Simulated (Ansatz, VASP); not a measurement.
**LiF in VASP and in Ansatz**

File INCAR:

```
ALGO = Normal ; EDIFF = 1E-6
ENCUT = 520 ; GGA = PE
ISIF = 2 ; ISMEAR = -1
LASPH = True ; LCHARG = True
LELF = True ; LREAL = False
LVHAR = True ; LWAVE = False
NBANDS = 12 ; NELM = 80
PREC = Accurate ; SIGMA = 0.02
```

Contents of KPOINTS:

```
k-points
0
Gamma
  10 10 10
```

POSCAR

```
LiF
1.0
    0.0000000000      2.1345308802      2.1605117427
    2.1345308802      0.0000000000      2.1605117427
    2.1345308802      2.1345308802      0.0000000000
Li F
1 1
Direct
    0.0000000000      0.0000000000      0.0000000000
    0.2500000000      0.2500000000      0.2500000000
```

Input for Ansatz:

```yaml
crystal:
  lattice:
    - [0.0, 2.1345308802, 2.1605117427]
    - [2.1345308802, 0.0, 2.1605117427]
    - [2.1345308802, 2.1345308802, 0.0]
  atoms:
    - { symbol: Li, position: [0.0, 0.0, 0.0] }
    - { symbol: F, position: [0.25, 0.25, 0.25] }
kpoints:
  mp_grid: { grid: [10, 10, 10] }
  band_path:
    path:
      - [0.0, 0.0, 0.0]
      - [-0.5, -0.5, 0.0]
      - [-0.375, -0.375, 0.25]
      - [-0.375, 0.0, 0.375]
      - [0.0, 0.0, 0.5]
      - [-0.5, -0.25, 0.25]
    npoints: 1
hamiltonian:
  xc: pbe
scf:
  occupations: { method: fermi_dirac, width: 0.02 }
  n_extra_bands: 4
output:
  forces: true
  stress: true
  eigenvalues: true
  write_density: true
  write_potential: true
  elf: true
  volumetric_format: npy
```

Change from the starting cell: epitaxial_xy strain -0.5%.

Alike in both runs: task single point; functional PBE; k mesh 10 × 10 × 10; occupations fermi-dirac, width 0.02 eV; no spin polarisation.

|  | VASP | Ansatz |
| --- | --- | --- |
| version | VASP 6.6.1 | Ansatz 0.2.0 |
| potentials or method | VASP PAW PBE potentials, release 64 (Li_sv, F) | plane waves, PAW |
| plane-wave cutoff (eV) | 520 | 420 |
| valence electrons in the cell | 10 | 10 |

Ansatz gave:

| Quantity | Value |
| --- | --- |
| gap on the k mesh at the Fermi level (eV) | 7.93 |

Question: What did VASP give for the same quantities?

Answer: gap on the k mesh at the Fermi level (eV): 7.92.

Noted on VASP's run: the cutoff is under 1.25 times that of the potentials, so the pressure is a little rough.
